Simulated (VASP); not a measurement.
# Ir2Pt (Fd-3m) in VASP: a series of runs

The runs below take Ir2Pt through single point, relaxation of cell and atoms, with PBE.

Everything below comes from runs of VASP 6.6.1. Logs are shortened: lines on timing, memory, paths and dates and some standing lists are left out, and cuts for length are marked.

## 1. The cell of the first run

Symmetry: Fd-3m, No. 227, cubic system. Conventional cell: a = 6.974 Å, b = 6.974 Å, c = 6.974 Å, α = 90.00°, β = 90.00°, γ = 90.00°. Within 3.3 Å of Ir (site symmetry -3m) lie 6 Ir at 2.47 Å and 6 Pt at 2.89 Å. Within 3.8 Å of Pt (site symmetry -43m) lie 12 Ir at 2.89 Å and 4 Pt at 3.02 Å.

## 2. Single point, PBE

INCAR

```
  PREC = Accurate
  ENCUT = 520
  EDIFF = 1E-6
  ISMEAR = 0
  SIGMA = 0.1
  LREAL = F
  LASPH = T
  NELM = 100
  ALGO = Fast
  ISIF = 2
  LWAVE = F
  LCHARG = F
  GGA = PE
  NBANDS = 37
```

KPOINTS

```
regular mesh
0
Gamma
  4 4 4
```

POSCAR

```
Ir2Pt
1.0
    0.0000000000      3.4871609446      3.4871609446
    3.4871609446      0.0000000000      3.4871609446
    3.4871609446      3.4871609446      0.0000000000
Ir Pt
4 2
Direct
    0.6250000000      0.6250000000      0.6250000000
    0.1250000000      0.6250000000      0.6250000000
    0.6250000000      0.6250000000      0.1250000000
    0.6250000000      0.1250000000      0.6250000000
    0.0000000000      0.0000000000      0.0000000000
    0.2500000000      0.2500000000      0.2500000000
```

Potentials or basis: VASP PAW PBE potentials, release 64 (Ir, Pt).

Launch:

```
> cat potpaw_PBE.64/Ir/POTCAR potpaw_PBE.64/Pt/POTCAR > POTCAR
> mpirun -np 1 vasp_std > vasp.out
```

OUTCAR:

```text
PREC = Accurate
   ENCUT = 520
   EDIFF = 1E-6
   ISMEAR = 0
   LREAL = F
   LASPH = T
   NELM = 100
   ISIF = 2
   GGA = PE

 ion  position               nearest neighbor table
   1  0.625  0.625  0.625-   2 2.47   3 2.47   4 2.47   3 2.47   4 2.47   2 2.47   6 2.89   5 2.89
                             6 2.89   5 2.89   6 2.89   5 2.89
   2  0.125  0.625  0.625-   1 2.47   3 2.47   4 2.47   1 2.47   3 2.47   4 2.47   5 2.89   6 2.89
                             5 2.89   5 2.89   6 2.89   6 2.89
   3  0.625  0.625  0.125-   1 2.47   1 2.47   2 2.47   4 2.47   4 2.47   2 2.47   6 2.89   5 2.89
                             6 2.89   5 2.89   6 2.89   5 2.89
   4  0.625  0.125  0.625-   1 2.47   3 2.47   1 2.47   2 2.47   3 2.47   2 2.47   5 2.89   6 2.89
                             5 2.89   6 2.89   6 2.89   5 2.89
   5  0.000  0.000  0.000-   1 2.89   3 2.89   4 2.89   1 2.89   2 2.89   3 2.89   1 2.89   2 2.89
                             4 2.89   2 2.89   3 2.89   4 2.89   6 3.02   6 3.02   6 3.02   6 3.02
   6  0.250  0.250  0.250-   2 2.89   3 2.89   4 2.89   1 2.89   2 2.89   4 2.89   1 2.89   2 2.89
                             3 2.89   1 2.89   3 2.89   4 2.89   5 3.02   5 3.02   5 3.02   5 3.02

  LATTYP: Found a face centered cubic cell.
 ALAT       =     6.9743218892

  Lattice vectors:

 A1 = (   0.0000000000,   3.4871609446,   3.4871609446)
 A2 = (   3.4871609446,   0.0000000000,   3.4871609446)
 A3 = (   3.4871609446,   3.4871609446,   0.0000000000)

Analysis of symmetry for initial positions (statically):
=====================================================================
 Subroutine PRICEL returns:
 Original cell was already a primitive cell.

 Routine SETGRP: Setting up the symmetry group for a
 face centered cubic supercell.

 Subroutine GETGRP returns: Found 48 space group operations
 (whereof 24 operations were pure point group operations)
 out of a pool of 48 trial point group operations.

The static configuration has the point symmetry T_d .
 The point group associated with its full space group is O_h .

Analysis of symmetry for dynamics (positions and initial velocities):
=====================================================================
 Subroutine PRICEL returns:
 Original cell was already a primitive cell.

 Routine SETGRP: Setting up the symmetry group for a
 face centered cubic supercell.

 Subroutine GETGRP returns: Found 48 space group operations
 (whereof 24 operations were pure point group operations)
 out of a pool of 48 trial point group operations.

The dynamic configuration has the point symmetry T_d .
 The point group associated with its full space group is O_h .

 Subroutine INISYM returns: Found 48 space group operations
 (whereof 24 operations are pure point group operations),
[... 88 lines left out ...]
   LREAL  =      F    real-space projection
[... 7 lines left out ...]
   TEBEG  =    0.0;   TEEND  =   0.0 temperature during run
   PSTRESS=    0.0 pullay stress
   NELECT =      56.0000    total number of electrons
   NUPDOWN=      -1.0000    fix difference up-down
   EMIN   =  10.00;   EMAX   =-10.00  energy-range for DOS
   EFERMI =   0.00;   METHOD = LEGACY
   ISMEAR =     0;   SIGMA  =   0.10  broadening in eV -4-tet -1-fermi 0-gaus
   EFERMI_NEDOS =   21; number of points for ismear=-14 and -15
   IALGO  =     68    algorithm
   IMIX   =      4    mixing-type and parameters
     AMIX     =   0.40;   BMIX     =  1.00
     AMIX_MAG =   1.60;   BMIX_MAG =  1.00
  volume/ion in A,a.u.               =      14.13        95.39
  Fermi-wavevector in a.u.,A,eV,Ry     =   1.425571  2.693939 27.650476  2.032253
  Thomas-Fermi vector in A             =   2.545941
   LORBIT       =      0    0 simple, 1 ext, 2 COOP (PROOUT), +10 PAW based schemes
   GGA     = PE    functional components
   LHFCALC =     F    Hartree Fock is set to
   AEXX    =    0.0000 exact exchange contribution
   IVDW    =     0    specifies the selected vdW correction
   LEPSILON=     F    determine dielectric tensor
   LRPA    =     F    only Hartree local field effects (RPA)
 non-spin polarized calculation
 RMM-DIIS sequential band-by-band and
 Gauss-broadening in eV      SIGMA  =   0.10
  energy-cutoff  :      520.00
  volume of cell :       84.81
 maximum number of plane-waves:      2284
 NGX is ok and might be reduce to    40
   NGX = 19   NGY = 19   NGZ = 19

 number of electron      56.0000001 magnetization

 Free energy of the ion-electron system (eV)
  ---------------------------------------------------
  ext. energy  EPLUGINS =         0.00000000
  ---------------------------------------------------
  free energy    TOTEN  =       -42.35578146 eV

  energy without entropy =      -42.31305479  energy(sigma->0) =      -42.33441812

 E-fermi :  11.1079     XC(G=0): -13.8787

 val. band max:       11.0737447529   @ k =   0.2500   0.2500   0.0000
 cond. band min:      11.2086966842   @ k =  -0.2500   0.5000   0.2500
 fundamental gap:      0.1349519313
 Fermi energy:        11.1079108774

 k-point     1 :       0.0000    0.0000    0.0000
  band No.  band energies     occupation
      1      -0.4792      2.00000
      2       1.5743      2.00000
      3       3.1007      2.00000
      4       3.1007      2.00000
      5       3.1007      2.00000
      6       4.9780      2.00000
[... 309 lines left out ...]
     36      17.7916      0.00000
     37      18.0755      0.00000

------------------------ aborting loop because EDIFF is reached ----------------------------------------

  FORCE on cell =-STRESS in cart. coord.  units (eV):
  Direction    XX          YY          ZZ          XY          YZ          ZX
  --------------------------------------------------------------------------------------
  -------------------------------------------------------------------------------------
  Total       24.4291654     24.4291654     24.4291654     -0.0000000     -0.0000000      0.0000000
  in kB      461.5016306    461.5016306    461.5016306     -0.0000000     -0.0000000      0.0000000
  external PRESSURE =     461.5016306 kB  Pullay stress =       0.0000000 kB

 VOLUME and BASIS-vectors are now :
 -----------------------------------------------------------------------------
  energy-cutoff  :      520.00
  volume of cell :       84.81
      direct lattice vectors                 reciprocal lattice vectors
     0.000000000  3.487160945  3.487160945    -0.143383115  0.143383115  0.143383115
     3.487160945  0.000000000  3.487160945     0.143383115 -0.143383115  0.143383115
     3.487160945  3.487160945  0.000000000     0.143383115  0.143383115 -0.143383115

 POSITION                                       TOTAL-FORCE (eV/Angst)
 -----------------------------------------------------------------------------------
      4.35895      4.35895      4.35895        -0.000000      0.000000      0.000000
      4.35895      2.61537      2.61537        -0.000000      0.000000      0.000000
      2.61537      2.61537      4.35895        -0.000000      0.000000      0.000000
      2.61537      4.35895      2.61537        -0.000000      0.000000      0.000000
      0.00000      0.00000      0.00000         0.000000     -0.000000      0.000000
      1.74358      1.74358      1.74358        -0.000000     -0.000000     -0.000000
 -----------------------------------------------------------------------------------
    total drift:                                0.000000      0.000000      0.000000

  FREE ENERGIE OF THE ION-ELECTRON SYSTEM (eV)
  ---------------------------------------------------
  free  energy   TOTEN  =       -42.3557814573 eV

  energy  without entropy=      -42.3130547884  energy(sigma->0) =      -42.33441812
```

Wall time 31 s (1 thread of Intel Xeon Platinum 8488C (Sapphire Rapids), shared host); peak memory 0.24 GiB.

Results:

```
Free energy            : -42.3558 eV
Pressure               : 46.2 GPa
Band gap on the k mesh : zero (bands 28 and 29 overlap by 1.02 eV)
```

Caveat: the k points lie up to 0.39 Å⁻¹ apart, too coarse for converged energies and pressures of a metal; spin-orbit coupling is left out, which moves the levels of the heavy elements.

## 3. Single point, PBE

This run uses another cell than the first one, of 16.05 Å³/atom.

INCAR

```
PREC = Accurate ; ENCUT = 520
EDIFF = 1E-7 ; ISMEAR = 0
SIGMA = 0.1 ; LREAL = F
LASPH = T ; NELM = 80
ALGO = Fast ; ISIF = 2
LWAVE = F ; LCHARG = F
GGA = PE ; NBANDS = 37
```

KPOINTS is that of step 2.

Edit POSCAR of step 2 so:

```diff
@@ -2,5 +2,5 @@
 1.0
-    0.0000000000      3.4871609446      3.4871609446
-    3.4871609446      0.0000000000      3.4871609446
-    3.4871609446      3.4871609446      0.0000000000
+    0.0000000000      3.6379721639      3.6379721639
+    3.6379721639      0.0000000000      3.6379721639
+    3.6379721639      3.6379721639      0.0000000000
 Ir Pt
```

Potentials or basis: VASP PAW PBE potentials, release 64 (Ir, Pt).

Launch:

```
> cat potpaw_PBE.64/Ir/POTCAR potpaw_PBE.64/Pt/POTCAR > POTCAR
> mpirun -np 1 vasp_std > vasp.out
```

Wall time 33 s (1 thread of Intel Xeon Platinum 8488C (Sapphire Rapids), shared host); peak memory 0.24 GiB.

Results (log left out):

- Free energy: -43.8312 eV
- Pressure: 0.3 GPa
- Band gap on the k mesh: zero (bands 28 and 29 overlap by 0.81 eV)

Levels at points of the mesh, in eV from the Fermi level:
```
           k point  band 24  band 25  band 26  band 27  band 28  band 29  band 30  band 31  band 32  band 33
(0.00, 0.00, 0.00)    -0.08    -0.08    -0.08     0.52     0.59     0.59     2.55     2.55     2.55     3.41
(0.50, 0.00, 0.00)    -1.05    -0.67    -0.37    -0.37    -0.09    -0.09     0.40     0.40     1.92     2.55
(0.50, 0.50, 0.00)    -1.28    -0.80    -0.80    -0.72    -0.72    -0.22    -0.22     0.30     0.30     2.65
```

Caveat: the k points lie up to 0.37 Å⁻¹ apart, too coarse for converged energies and pressures of a metal; spin-orbit coupling is left out, which moves the levels of the heavy elements.

## 4. Relaxation of cell and atoms, PBE

INCAR

```
SYSTEM = Ir2Pt
PREC = Accurate ; ENCUT = 600
EDIFF = 1E-6 ; ISMEAR = 0
SIGMA = 0.1 ; LREAL = .False.
LASPH = .True. ; NELM = 100
ALGO = Fast ; ISIF = 3
LWAVE = .False. ; LCHARG = .False.
GGA = PE ; IBRION = 2
NSW = 90 ; EDIFFG = -0.04
```

KPOINTS

```
regular mesh
0
Gamma
  4 4 4
  0 0 0
```

Edit POSCAR of step 3 so:

```diff
@@ -2,5 +2,5 @@
 1.0
-    0.0000000000      3.6379721639      3.6379721639
-    3.6379721639      0.0000000000      3.6379721639
-    3.6379721639      3.6379721639      0.0000000000
+    0.0000000000      3.4871609446      3.4871609446
+    3.4871609446      0.0000000000      3.4871609446
+    3.4871609446      3.4871609446      0.0000000000
 Ir Pt
```

Launch:

```
> cat potpaw_PBE.64/Ir/POTCAR potpaw_PBE.64/Pt/POTCAR > POTCAR
> mpirun -np 1 vasp_std > vasp.out
```

It took 2.4 min on 1 thread of Intel Xeon Platinum 8488C (Sapphire Rapids), shared host; peak memory 0.26 GiB.

It converged, with:

* Free energy: -43.8292 eV
* Relaxed volume: 16.07 Å³/atom
* Relaxed cell: a = 5.147 Å, b = 5.147 Å, c = 5.147 Å, α = 60.00°, β = 60.00°, γ = 60.00°
* Space group after relaxing (to 0.1 Å): Fd-3m (No. 227)
* Pressure after relaxing: 0.0 GPa
* Band gap on the k mesh: zero (bands 28 and 29 overlap by 0.80 eV)

Final structure:
```cif
data_structure
_symmetry_space_group_name_H-M 'P 1'
_symmetry_Int_Tables_number 1
_cell_length_a 5.1471
_cell_length_b 5.1471
_cell_length_c 5.1471
_cell_angle_alpha 60.000
_cell_angle_beta 60.000
_cell_angle_gamma 60.000
_cell_volume 96.42
loop_
_atom_site_label
_atom_site_type_symbol
_atom_site_fract_x
_atom_site_fract_y
_atom_site_fract_z
_atom_site_occupancy
Ir1 Ir 0.62500 0.62500 0.62500 1
Ir2 Ir 0.12500 0.62500 0.62500 1
Ir3 Ir 0.62500 0.62500 0.12500 1
Ir4 Ir 0.62500 0.12500 0.62500 1
Pt1 Pt 0.00000 0.00000 0.00000 1
Pt2 Pt 0.25000 0.25000 0.25000 1
```

Levels at points of the mesh, in eV from the Fermi level:
```
           k point  band 26  band 27  band 28  band 29  band 30  band 31
(0.00, 0.00, 0.00)    -0.08     0.52     0.59     0.59     2.55     2.55
(0.50, 0.00, 0.00)    -0.37    -0.37    -0.09    -0.09     0.40     0.40
(0.50, 0.50, 0.00)    -0.80    -0.72    -0.72    -0.22    -0.22     0.30
```

Caveat: the k points lie up to 0.37 Å⁻¹ apart in the final cell, too coarse for converged energies and pressures of a metal; spin-orbit coupling is left out, which moves the levels of the heavy elements.

## 5. Single point, PBE

This run uses another cell than the first one, of 16.06 Å³/atom.

INCAR

```
SYSTEM = Ir2Pt
PREC = Accurate
ENCUT = 520
EDIFF = 1E-6
ISMEAR = 0
SIGMA = 0.1
LREAL = .FALSE.
LASPH = .TRUE.
NELM = 60
ALGO = Fast
ISIF = 2
LWAVE = .FALSE.
LCHARG = .TRUE.
GGA = PE
LELF = .TRUE.
LVHAR = .TRUE.
NBANDS = 37
```

KPOINTS

```
regular mesh
0
G
  10 10 10
  0 0 0
```

POSCAR

```
Ir2Pt
1.0
    0.0000000000      3.6386564576      3.6386564576
    3.6386564576      0.0000000000      3.6386564576
    3.6386564576      3.6386564576      0.0000000000
Ir Pt
4 2
Direct
    0.1250000000      0.1250000000      0.1250000000
    0.6250000000      0.1250000000      0.1250000000
    0.1250000000      0.1250000000      0.6250000000
    0.1250000000      0.6250000000      0.1250000000
    0.5000000000      0.5000000000      0.5000000000
    0.7500000000      0.7500000000      0.7500000000
```

Potentials or basis: VASP PAW PBE potentials, release 64 (Ir, Pt).

Launch:

```
> cat potpaw_PBE.64/Ir/POTCAR potpaw_PBE.64/Pt/POTCAR > POTCAR
> mpirun -np 1 vasp_std > vasp.out
```

OUTCAR:

```text
SYSTEM = Ir2Pt
   PREC = Accurate
   ENCUT = 520
   EDIFF = 1E-6
   ISMEAR = 0
   LREAL = .FALSE.
   LASPH = .TRUE.
   NELM = 60
   ISIF = 2
   GGA = PE

 ion  position               nearest neighbor table
   1  0.125  0.125  0.125-   2 2.57   3 2.57   4 2.57   3 2.57   4 2.57   2 2.57   6 3.02   5 3.02
                             6 3.02   5 3.02   6 3.02   5 3.02
   2  0.625  0.125  0.125-   1 2.57   3 2.57   4 2.57   1 2.57   3 2.57   4 2.57   5 3.02   6 3.02
                             5 3.02   5 3.02   6 3.02   6 3.02
   3  0.125  0.125  0.625-   1 2.57   1 2.57   2 2.57   4 2.57   4 2.57   2 2.57   6 3.02   5 3.02
[... 1177 lines left out ...]
  -------------------------------------------------------------------------------------
  Total        0.1878628      0.1878628      0.1878628      0.0000000      0.0000000     -0.0000000
  in kB        3.1239082      3.1239082      3.1239082      0.0000000      0.0000000     -0.0000000
  external PRESSURE =       3.1239082 kB  Pullay stress =       0.0000000 kB

 VOLUME and BASIS-vectors are now :
 -----------------------------------------------------------------------------
  energy-cutoff  :      520.00
  volume of cell :       96.35
      direct lattice vectors                 reciprocal lattice vectors
     0.000000000  3.638656458  3.638656458    -0.137413357  0.137413357  0.137413357
     3.638656458  0.000000000  3.638656458     0.137413357 -0.137413357  0.137413357
     3.638656458  3.638656458  0.000000000     0.137413357  0.137413357 -0.137413357

 POSITION                                       TOTAL-FORCE (eV/Angst)
 -----------------------------------------------------------------------------------
      0.90966      0.90966      0.90966        -0.000000      0.000000      0.000000
      0.90966      2.72899      2.72899        -0.000000      0.000000      0.000000
      2.72899      2.72899      0.90966        -0.000000      0.000000      0.000000
      2.72899      0.90966      2.72899        -0.000000      0.000000      0.000000
      3.63866      3.63866      3.63866         0.000000     -0.000000      0.000000
      5.45798      5.45798      5.45798        -0.000000     -0.000000     -0.000000
 -----------------------------------------------------------------------------------
    total drift:                               -0.000000     -0.000000      0.000000

  FREE ENERGIE OF THE ION-ELECTRON SYSTEM (eV)
  ---------------------------------------------------
  free  energy   TOTEN  =       -43.7730232931 eV

  energy  without entropy=      -43.7074782450  energy(sigma->0) =      -43.74025077
```

stdout:

```text
POSCAR found type information on POSCAR IrPt
 POSCAR found :  2 types and       6 ions
 scaLAPACK will be used
 LDA part: xc-table for (Slater+PW92), standard interpolation
 POSCAR, INCAR and KPOINTS ok, starting setup
 FFT: planning ... GRIDC
 FFT: planning ... GRID_SOFT
 FFT: planning ... GRID
 WAVECAR not read
 entering main loop
```

Run time: 2.1 min. Hardware: 1 thread of Intel Xeon Platinum 8488C (Sapphire Rapids), shared host; peak memory 0.33 GiB.

What came out:

```
Free energy            : -43.7730 eV
Pressure               : 0.3 GPa
Band gap on the k mesh : zero (bands 28 and 29 overlap by 0.80 eV)
```

Caveat: spin-orbit coupling is left out, which moves the levels of the heavy elements.

## 6. The runs side by side

```tsv
task	cell	k mesh	cutoff (eV)	gap on the mesh (eV)	pressure (GPa)
single point	a = 4.932 Å, angles 60.0°, 6 atoms	4 × 4 × 4	520	none	46.2
single point	a = 5.145 Å, angles 60.0°, 6 atoms	4 × 4 × 4	520	none	0.3
relaxation of cell and atoms	relaxed from a = 4.932 Å, angles 60.0°, 6 atoms	4 × 4 × 4	600	none	0.0
single point	a = 5.146 Å, angles 60.0°, 6 atoms	10 × 10 × 10	520	none	0.3
```

Alike in all rows: level PBE; potentials or basis VASP PAW PBE potentials, release 64 (Ir, Pt); no spin polarisation; smearing gaussian 0.1 eV.

Caveats: some runs use coarse meshes; spin-orbit coupling is left out, which moves the levels of the heavy elements.

Total energies depend on the potentials used, so only differences within one code and one set of settings carry meaning.

The gap in the log of VASP goes by the Fermi energy; the results here count the filled bands.